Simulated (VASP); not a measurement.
Crystal: LuAlP2.

```
Al P Lu
1.0
     3.75511    0.00000    0.00000
     0.00000    3.75511    0.00000
     0.00000    0.00000    5.43229
Al P Lu
1 2 1
Direct
  0.00000 0.00000 0.00000
  0.00000 0.00000 0.50000
  0.50000 0.50000 0.00000
  0.50000 0.50000 0.50000
```

Base run:

- Program: VASP 6.6.1
- Functional: PBEsol
- Potentials or basis: VASP PAW PBE potentials, release 64 (Al, P, Lu)
- Cutoff: 520 eV
- k mesh: 6 × 6 × 4
- Occupations: fermi-dirac, width 0.02 eV
- Spin: no spin polarisation

Its results: band gap on the k mesh zero (bands 19 and 20 overlap by 1.25 eV); pressure -2.2 GPa.

Question: The run is repeated on the same cell with these changes: functional from PBEsol to HSE06; k mesh from 6 × 6 × 4 to 4 × 4 × 2. What comes out?

Answer: Band gap on the k mesh zero (bands 19 and 20 overlap by 1.42 eV); pressure 1.0 GPa.

Several settings changed at once.

Caveats: some runs use coarse meshes; the PAW data sets were made with another functional, which shifts forces and pressure a little; spin-orbit coupling is left out, which moves the levels of the heavy elements.
